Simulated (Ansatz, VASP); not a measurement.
# One calculation of SrO, two programs

File INCAR:

```
SYSTEM = SrO
PREC = Accurate ; ENCUT = 520
EDIFF = 1E-7 ; ISMEAR = 0
SIGMA = 0.05 ; LREAL = .False.
LASPH = .True. ; NELM = 100
ALGO = Normal ; ISIF = 2
LWAVE = .False. ; LCHARG = .False.
GGA = PS ; NBANDS = 15
```

Contents of KPOINTS:

```
regular mesh
0
Gamma
  8 8 8
  0 0 0
```

The input POSCAR:

```
SrO
1.0
    0.0000000000      2.6050071147      2.5008068301
    2.6050071147      0.0000000000      2.5008068301
    2.6050071147      2.6050071147      0.0000000000
Sr O
1 1
Direct
    0.0000000000      0.0000000000      0.0000000000
    0.5000000000      0.5000000000      0.5000000000
```

Input for Ansatz:

```yaml
crystal:
  lattice:
    - [0.0, 2.6050071147, 2.5008068301]
    - [2.6050071147, 0.0, 2.5008068301]
    - [2.6050071147, 2.6050071147, 0.0]
  atoms:
    - { symbol: Sr, position: [0.0, 0.0, 0.0] }
    - { symbol: O, position: [0.5, 0.5, 0.5] }
basis:
  ecutwfc: 420
kpoints:
  mp_grid: { grid: [8, 8, 8] }
hamiltonian:
  xc: pbesol
scf:
  occupations: { method: gaussian, width: 0.05 }
output:
  forces: true
  stress: true
  eigenvalues: true
```

Alike in both runs: task single point; functional PBEsol; k mesh 8 × 8 × 8; occupations gaussian, width 0.05 eV; no spin polarisation.

```csv
,VASP,Ansatz
version,VASP 6.6.1,Ansatz 0.2.0
potentials or method,"VASP PAW PBE potentials, release 64 (Sr_sv, O), cutoff 520 eV","scalar-relativistic, plane waves, PAW"
valence electrons in the cell,16,16
```

VASP gave:

```
gap on the k mesh at the Fermi level (eV)                     : 2.95
least direct gap on the mesh (eV)                             : 3.17
pressure (GPa)                                                : 0.1
traceless stress, the component that is largest in VASP (GPa) : 3.98
```

**Question.** What did Ansatz give for the same quantities?

**Answer.** gap on the k mesh at the Fermi level (eV): 3.00; least direct gap on the mesh (eV): 3.21; pressure (GPa): -0.6; traceless stress, the component that is largest in VASP (GPa): 3.75.

VASP's potentials were made for PBE, not for PBEsol.
